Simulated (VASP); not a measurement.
A run of VASP 6.6.1 is set up as follows.

INCAR

```
PREC = Accurate
ENCUT = 520
EDIFF = 1E-6
ISMEAR = 0
SIGMA = 0.1
LREAL = F
LASPH = T
NELM = 80
ALGO = Fast
ISIF = 2
LWAVE = F
LCHARG = F
GGA = PE
NBANDS = 59
```

The input KPOINTS:

```
regular mesh
0
Gamma
  3 3 4
```

The input POSCAR:

```
Ge3Cl
1.0
    6.8649786500      0.0000000000      0.0000000000
   -3.4324893200      5.9452459100      0.0000000000
    0.0000000000      0.0000000000      5.6570375600
Ge Cl
6 2
Direct
    0.3330986800      0.1665493400      0.7500000000
    0.8334506600      0.1665493400      0.7500000000
    0.8334506600      0.6669013200      0.7500000000
    0.6669013200      0.8334506600      0.2500000000
    0.1665493400      0.8334506600      0.2500000000
    0.1665493400      0.3330986800      0.2500000000
    0.6666666700      0.3333333300      0.2500000000
    0.3333333300      0.6666666700      0.7500000000
```

Potentials or basis: VASP PAW PBE potentials, release 64 (Ge_d, Cl).

Run with:

```bash
$ cat potpaw_PBE.64/Ge_d/POTCAR potpaw_PBE.64/Cl/POTCAR > POTCAR
$ mpirun -np 1 vasp_std > vasp.out
```

Problem. Predict the band gap on the k mesh.

Solution. Zero (bands 49 and 50 overlap by 0.66 eV).

Problem. What does it give for the largest force?

Solution. 0.435 eV/Å.

Problem. Predict the pressure.

Solution. -7.8 GPa.

Stress tensor (GPa, compression positive):
```
-7.75  0.00  0.00
 0.00 -7.75  0.00
 0.00  0.00 -8.00
```

Caveat: the cell stands under tension.
